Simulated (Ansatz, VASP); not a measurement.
**Rh: VASP beside Ansatz**

The input POSCAR:

```
Rh
1.0
    2.6540076897      0.0000000000      0.0000000000
   -1.3270038448      2.2984380811      0.0000000000
    0.0000000000      0.0000000000      8.6608224496
Rh
4
Direct
    0.0000000000      1.0000000000      0.0000000000
    0.0000000000      1.0000000000      0.5000000000
    0.3333333333      0.6666666667      0.2500000000
    0.6666666667      0.3333333333      0.7500000000
```

File INCAR.step1:

```
SYSTEM = Rh
ALGO = Normal
EDIFF = 1E-4
ENCUT = 520
GGA = PE
ISMEAR = -1
LASPH = .TRUE.
LCHARG = .FALSE.
LREAL = .FALSE.
LWAVE = .TRUE.
NBANDS = 38
NELM = 80
PREC = Accurate
SIGMA = 0.1
```

The input INCAR.step2:

```
SYSTEM = Rh
ALGO = Normal
EDIFF = 1E-6
ENCUT = 520
ISIF = 2
ISMEAR = -1
ISTART = 1
LASPH = .TRUE.
LCHARG = .TRUE.
LELF = .TRUE.
LMIXTAU = .TRUE.
LREAL = .FALSE.
LVHAR = .TRUE.
LWAVE = .FALSE.
METAGGA = R2SCAN
NBANDS = 38
NELM = 80
PREC = Accurate
SIGMA = 0.1
```

KPOINTS

```
k-points
0
G
  15 15 4
  0 0 0
```

Input for Ansatz:

```yaml
crystal:
  lattice:
    - [2.6540076897, 0.0, 0.0]
    - [-1.3270038448, 2.2984380811, 0.0]
    - [0.0, 0.0, 8.6608224496]
  atoms:
    - { symbol: Rh, position: [0.0, 1.0, 0.0] }
    - { symbol: Rh, position: [0.0, 1.0, 0.5] }
    - { symbol: Rh, position: [0.3333333333, 0.6666666667, 0.25] }
    - { symbol: Rh, position: [0.6666666667, 0.3333333333, 0.75] }
hamiltonian:
  xc: r2scan
  pseudopotentials:
    kind: paw
    azcp:
      Rh: "pseudopotentials/Rh.paw.azcp"
basis:
  ecutwfc: 500
  fft_grid_basis: typed
kpoints:
  mp_grid: { grid: [15, 15, 4], shift: [0, 0, 0] }
magnetization:
  spin_polarized: false
scf:
  occupations: { method: fermi_dirac, width: 0.1 }
  lower_state_search: "off"
output:
  stress: true
```

Alike in both runs: task single point; functional r2SCAN; k mesh 15 × 15 × 4; occupations fermi-dirac, width 0.1 eV; no spin polarisation.

|  | VASP | Ansatz |
| --- | --- | --- |
| version | VASP 6.6.1 | Ansatz 0.2.0 |
| potentials or method | VASP PAW PBE potentials, release 64 (Rh_pv), cutoff 520 eV | plane waves (500 eV) with PAW, scalar-relativistic |
| valence electrons in the cell | 60 | 68 |

Ansatz gave:

| Item | Value |
| --- | --- |
| pressure (GPa) | 12.6 |
| traceless stress, the component that is largest in VASP (GPa) | 0.07 |

Problem. Which values does VASP return?

Solution. Pressure (GPa): 14.2; traceless stress, the component that is largest in VASP (GPa): 0.06.

VASP's potentials were made for PBE, not for r2SCAN. With one functional, cell and mesh, what is left measures potentials, basis and numerics. VASP's potentials hold 60 valence electrons a cell and Ansatz's 68, so a difference there can come from the potentials and not from the codes.
